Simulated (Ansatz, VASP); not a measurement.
## KF: VASP beside Ansatz

```xyz
2
Lattice="0.1500 2.8442 2.8442 2.8442 0.1500 2.8442 2.8442 2.8442 0.1500" Properties=species:S:1:pos:R:3 pbc="T T T"
K     0.0000    0.0000    0.0000
F     2.9191    2.9191    2.9191
```

Alike in both runs: task single point; functional PBE; k mesh 8 × 8 × 8; occupations gaussian, width 0.05 eV; no spin polarisation.

|  | VASP | Ansatz |
| --- | --- | --- |
| version | VASP 6.6.1 | Ansatz 0.2.0 |
| potentials or method | VASP PAW PBE potentials, release 64 (K_sv, F), cutoff 520 eV | scalar-relativistic, plane waves, PAW |
| valence electrons in the cell | 16 | 16 |

VASP gave:

```
gap on the k mesh at the Fermi level (eV)                     : 5.58
least direct gap on the mesh (eV)                             : 5.58
pressure (GPa)                                                : -1.6
traceless stress, the component that is largest in VASP (GPa) : -0.86
```

Q: Which values does Ansatz return?

A: gap on the k mesh at the Fermi level (eV): 5.60; least direct gap on the mesh (eV): 5.60; pressure (GPa): -1.6; traceless stress, the component that is largest in VASP (GPa): -0.86.
